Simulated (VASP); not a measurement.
# La16CO24 (a cell with a defect) (C interstitial hop between voids) in VASP: a series of runs, part 3 of 3

VASP 6.6.1.

## Step 5: Single point, PBE

INCAR

```
SYSTEM = La16CO24
PREC = Accurate
ENCUT = 520
EDIFF = 1E-7
ISMEAR = -1
SIGMA = 0.01
LREAL = Auto
LASPH = .True.
NELM = 100
ALGO = Normal
ISIF = 2
LWAVE = .False.
LCHARG = .True.
GGA = PE
LELF = .True.
LVHAR = .True.
NBANDS = 188
```

KPOINTS

```
regular mesh
0
Gamma
  1 1 1
  0 0 0
```

POSCAR

```
La16CO24
1.0
    7.8811453700     -0.0000000600      0.0000000000
   -3.9405726400      6.8252721300      0.0000000000
    0.0000000000      0.0000000000     12.3757188400
La O C
16 24 1
Direct
    0.3413275763      0.1537348256      0.4002538409
    0.1518204755      0.3424241502      0.1002650445
    0.3312379968      0.1629491101      0.8738996207
    0.1617178486      0.3332500106      0.6263449502
    0.3355915483      0.6540307749      0.3720431160
    0.1582459481      0.8363008684      0.1288023767
    0.3327461659      0.6710387414      0.8790082532
    0.1636708924      0.8214359667      0.6264337531
    0.8339314726      0.1590165241      0.3711617127
    0.6520952777      0.3369631269      0.1282025732
    0.8204763144      0.1660807112      0.8736852493
    0.6700174944      0.3347793314      0.6210776198
    0.8435259355      0.6822192525      0.3747028403
    0.6798412409      0.8447702789      0.1249224405
    0.8279072809      0.6634075482      0.8771816119
    0.6622764071      0.8296633353      0.6231351164
    0.3188742311      0.1799594208      0.1995126127
    0.1780778064      0.3207356379      0.3014451967
   -0.0015584492     -0.0112454124     -0.0008114276
    0.3315239151      0.1599077662      0.6677649280
    0.1585385139      0.3330287740      0.8309605392
   -0.0147019564     -0.0021058502      0.5010903270
    0.3338423784      0.6722082186      0.1620644446
    0.1712415962      0.8138144391      0.3282936573
   -0.0223073161      0.5033564865      0.0024249096
    0.3314923773      0.6633014675      0.6874976807
    0.1624405215      0.8295615035      0.8178167370
    0.0175394371      0.4855400544      0.5048508358
    0.8118855024      0.1726052861      0.1719450019
    0.6710509933      0.3359142312      0.3379318045
    0.4823290861      0.0189996862     -0.0038885822
    0.8280279619      0.1639755937      0.6823655344
    0.6613269723      0.3325635955      0.8127041451
    0.5031846697     -0.0204029916      0.4969447092
    0.8286767171      0.6623127933      0.1835839218
    0.6603467894      0.8299595872      0.3155814261
    0.5052182479      0.4915314681     -0.0033888133
    0.8321020196      0.6637766178      0.6757319803
    0.6621684301      0.8339830165      0.8256733312
    0.4914720278      0.5081803280      0.5035201656
    0.1326264866      0.1343288576      0.2505258919
```

On the command line:

```console
cat potpaw_PBE.64/La/POTCAR potpaw_PBE.64/O/POTCAR potpaw_PBE.64/C/POTCAR > POTCAR
mpirun -np 1 vasp_gam > vasp.out
```

Run time: 6.1 min. Hardware: 1 thread of Intel Xeon 6975P-C (Granite Rapids), shared host; peak memory 0.73 GiB.

Results (log left out):

```
Free energy            : -337.0960 eV
Pressure               : 1.7 GPa
Largest force          : 0.177 eV/Å
Band gap on the k mesh : 1.47 eV
```

Forces in eV/Å, atoms in the order of the input:
```
La   0.012  0.003  0.002
La   0.001  0.001  0.015
La   0.010  0.005 -0.021
La  -0.007  0.007  0.006
La   0.000 -0.012 -0.006
La  -0.005  0.001  0.020
La   0.005  0.003 -0.024
La   0.008 -0.009  0.016
La  -0.005  0.000 -0.009
La  -0.017 -0.008  0.014
La  -0.010 -0.007 -0.021
La  -0.006  0.004  0.021
La  -0.004 -0.004 -0.010
La   0.002  0.004  0.021
La  -0.003 -0.005 -0.016
La  -0.008 -0.006  0.011
O    0.148  0.025 -0.076
O   -0.040  0.131  0.067
O   -0.005  0.000  0.009
O    0.001  0.008  0.006
O    0.008  0.002  0.012
O    0.001 -0.004 -0.010
O    0.002  0.006 -0.006
O    0.007 -0.001 -0.013
O    0.003 -0.008  0.001
O    0.000 -0.004  0.000
O    0.001  0.008  0.005
O   -0.001  0.000 -0.003
O   -0.007 -0.005 -0.001
O   -0.002 -0.005  0.006
O    0.005  0.002  0.005
O    0.008  0.012 -0.005
O   -0.010  0.004 -0.001
O   -0.007 -0.004  0.000
O    0.008  0.006 -0.001
O   -0.001  0.009  0.001
O   -0.001 -0.001  0.000
O    0.003 -0.005 -0.008
O    0.000 -0.004 -0.003
O    0.000  0.000  0.000
C   -0.095 -0.149 -0.002
```

Stress tensor (GPa, compression positive):
```
 1.99 -0.26  0.88
-0.26  1.68 -0.50
 0.88 -0.50  1.34
```

Levels at points of the mesh, in eV from the valence-band top:
```csv
k point,band 160,band 161,band 162,band 163,band 164,band 165
"(0.00, 0.00, 0.00)",-2.28,-1.90,0.00,1.47,1.61,1.69
```

Caveat: the k points lie up to 0.92 Å⁻¹ apart; spin-orbit coupling is left out, which moves the levels of the heavy elements.

## Step 6: Single point, PBE

INCAR

```
ALGO     = Normal         # electronic algorithm
EDIFF    = 1E-7           # SCF threshold, eV
ENCUT    = 520            # plane-wave cutoff, eV
GGA      = PE             # functional
ISIF     = 2              # what is computed and relaxed
ISMEAR   = -1             # smearing method
LASPH    = T              # aspherical terms in the spheres
LCHARG   = F              # write CHGCAR
LREAL    = Auto         
LWAVE    = F              # write WAVECAR
NBANDS   = 188            # bands
NELM     = 80             # most SCF steps
PREC     = Accurate       # precision mode
SIGMA    = 0.01           # smearing width, eV
```

KPOINTS

```
k-points
0
Gamma
  1 1 1
```

POSCAR

```
La16CO24
1.0
    7.8811453700     -0.0000000600      0.0000000000
   -3.9405726400      6.8252721300      0.0000000000
    0.0000000000      0.0000000000     12.3757188400
La O C
16 24 1
Direct
    0.3394590669      0.1543040336      0.4007714674
    0.1516017265      0.3447748257      0.1009138149
    0.3290432635      0.1637758903      0.8740640556
    0.1592305049      0.3338691800      0.6266494173
    0.3337788182      0.6625111694      0.3714738561
    0.1563665368      0.8446940869      0.1286560418
    0.3270697808      0.6751568189      0.8737069046
    0.1575631787      0.8256404876      0.6213676231
    0.8389188813      0.1600431499      0.3724548901
    0.6575893406      0.3373220870      0.1287352291
    0.8223475747      0.1635419113      0.8792067063
    0.6714957758      0.3328312772      0.6270087500
    0.8095044051      0.6511632011      0.3745557781
    0.6470151533      0.8153620739      0.1252760361
    0.8299937088      0.6685188463      0.8775611454
    0.6637745494      0.8340693135      0.6233227419
    0.3141447304      0.1780607419      0.2001243752
    0.1722150144      0.3176301207      0.3023074496
    0.0039608324     -0.0082275107     -0.0037881436
    0.3326941452      0.1640971962      0.6680577595
    0.1597739120      0.3371198929      0.8302908407
   -0.0156316924      0.0045296361      0.5043097763
    0.3201605569      0.6845157131      0.1732839141
    0.1568970473      0.8252865090      0.3382431400
   -0.0095131534      0.5183557420      0.0028278761
    0.3291670603      0.6678500041      0.6820004647
    0.1601755549      0.8339701189      0.8126551783
    0.0056463039      0.4781224746      0.5053835725
    0.8212957509      0.1615765684      0.1617049503
    0.6796848671      0.3242420227      0.3270613249
    0.4725366180      0.0123580462     -0.0032836072
    0.8293026283      0.1644980637      0.6879845211
    0.6633604831      0.3338069159      0.8187168059
    0.5141954331     -0.0064450132      0.4966519585
    0.8303094048      0.6671627099      0.1832614355
    0.6626024491      0.8354568039      0.3159328400
    0.5021735456      0.4983348598     -0.0001147408
    0.8291754088      0.6641042237      0.6765345196
    0.6593064767      0.8340986163      0.8261427988
    0.4968159889      0.5106323914      0.5013000926
    0.3591273033      0.3639025630      0.2515606601
```

Potentials or basis: VASP PAW PBE potentials, release 64 (La, O, C).

On the command line:

```console
cat potpaw_PBE.64/La/POTCAR potpaw_PBE.64/O/POTCAR potpaw_PBE.64/C/POTCAR > POTCAR
mpirun -np 1 vasp_gam > vasp.out
```

Run time: 6.6 min. Hardware: 1 thread of Intel Xeon 6975P-C (Granite Rapids), shared host; peak memory 0.71 GiB.

It converged, with:

| Item | Value |
| --- | --- |
| Free energy | -337.0957 eV |
| Pressure | 1.7 GPa |
| Largest force | 0.175 eV/Å |
| Band gap on the k mesh | 1.46 eV |

Forces in eV/Å, atoms in the order of the input:
```
La   0.000  0.007 -0.010
La  -0.005 -0.006  0.009
La   0.002  0.002 -0.004
La  -0.003  0.007 -0.006
La   0.009 -0.008 -0.002
La  -0.005  0.007  0.010
La   0.000  0.006 -0.017
La   0.001  0.003 -0.003
La   0.002  0.006 -0.015
La  -0.010  0.003  0.019
La   0.003 -0.005 -0.003
La   0.006 -0.007  0.012
La   0.007  0.009 -0.013
La   0.009  0.006  0.019
La   0.000 -0.001 -0.005
La  -0.007 -0.004  0.005
O    0.037 -0.123 -0.078
O   -0.125 -0.022  0.058
O   -0.007  0.002 -0.003
O    0.002  0.001  0.007
O    0.002  0.003  0.013
O    0.005 -0.005  0.003
O   -0.004 -0.003 -0.008
O   -0.015 -0.015  0.019
O    0.004 -0.001 -0.014
O   -0.001  0.002  0.007
O   -0.007  0.009  0.007
O   -0.001 -0.004 -0.003
O   -0.011 -0.011 -0.012
O   -0.004  0.002  0.006
O    0.005  0.000  0.002
O   -0.007  0.002 -0.006
O    0.001 -0.002  0.007
O    0.000  0.007  0.011
O    0.006 -0.002 -0.002
O    0.005 -0.005 -0.002
O    0.007  0.003 -0.014
O   -0.002 -0.002  0.002
O    0.001 -0.003 -0.004
O    0.004 -0.002  0.003
C    0.096  0.147  0.005
```

Stress tensor (GPa, compression positive):
```
 1.97 -0.26  0.85
-0.26  1.71 -0.52
 0.85 -0.52  1.40
```

Levels at points of the mesh, in eV from the valence-band top:
```
           k point  band 160  band 161  band 162  band 163  band 164  band 165
(0.00, 0.00, 0.00)     -2.28     -1.89      0.00      1.46      1.61      1.69
```

Caveat: the k points lie up to 0.92 Å⁻¹ apart; spin-orbit coupling is left out, which moves the levels of the heavy elements.
